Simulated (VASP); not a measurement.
Crystal: Y2Si3O.

```
CELL_PARAMETERS angstrom
3.50397 0.00000 0.00000
0.00000 3.50397 0.00000
0.00000 0.00000 7.68657
ATOMIC_POSITIONS crystal
Y 0.00000 0.50000 0.73723
Y 0.50000 0.00000 0.26277
Si 0.50000 0.50000 0.00000
Si 0.00000 0.50000 0.37740
Si 0.50000 0.00000 0.62260
O 0.00000 0.00000 0.00000
```

The cell was generated, and may not be a known phase.

* Program: VASP 6.6.1
* Task: relaxation of cell and atoms
* Functional: PBE
* Potentials or basis: VASP PAW PBE potentials, release 64 (Y_sv, Si, O)
* Cutoff: 600 eV
* k mesh: 6 × 6 × 2
* Occupations: gaussian, width 0.1 eV
* Spin: no spin polarisation

At the start: pressure 24.4 GPa; volume 15.73 Å³/atom.

Q: How do energy, volume and symmetry change on relaxing?

A: Over 18 steps the energy falls by 637.1 meV/atom and the volume is 17.91 Å³/atom (+13.8 %); space group P-4m2 (No. 115, to 0.1 Å) before and after.

The path:
| step | energy change (eV) | largest force (eV/Å) | pressure (GPa) | volume (Å³) |
| --- | --- | --- | --- | --- |
| 1 | 0.0000 | 1.7393 | 24.36 | 94.37 |
| 2 | -1.3793 | 0.7721 | -6.85 | 130.89 |
| 3 | -1.6564 | 0.9400 | -0.61 | 118.01 |
| 4 | -1.8067 | 1.1661 | -0.67 | 117.78 |
| 5 | -2.3983 | 1.4850 | -1.09 | 117.04 |
| 6 | -3.1939 | 1.0601 | -0.26 | 115.42 |
| 7 | -3.3110 | 1.2409 | -0.39 | 115.04 |
| 8 | -3.4160 | 1.5562 | -0.33 | 114.15 |
| 9 | -3.5359 | 1.1776 | -0.97 | 113.75 |
| 10 | -3.7121 | 0.4617 | -1.98 | 112.69 |
| 11 | -3.5740 | 1.3264 | -0.91 | 110.30 |
| 12 | -3.7391 | 0.6311 | -2.09 | 112.07 |
| 13 | -3.7951 | 0.4244 | 0.13 | 108.38 |
| 14 | -3.7983 | 0.3816 | 0.83 | 107.36 |
| 15 | -3.8136 | 0.1975 | -0.19 | 108.11 |
| 16 | -3.8146 | 0.0303 | -1.42 | 109.05 |
| 17 | -3.8165 | 0.1082 | -0.87 | 108.62 |
| 18 | -3.8227 | 0.0224 | -0.13 | 107.44 |

Final structure:
```
Y Si O
1.0
     3.38108    0.00000    0.00000
     0.00000    3.38108    0.00000
     0.00000    0.00000    9.39834
Y Si O
2 3 1
Cartesian
  0.0000 1.6905 7.1176
  1.6905 0.0000 2.2807
  1.6905 1.6905 9.3983
  0.0000 1.6905 4.2118
  1.6905 0.0000 5.1866
  0.0000 0.0000 0.0000
```

Caveat: the k points lie up to 0.33 Å⁻¹ apart in the final cell, too coarse for converged energies and pressures of a metal; a cell axis changed by over 15 % at a fixed basis, so the end point is rough.
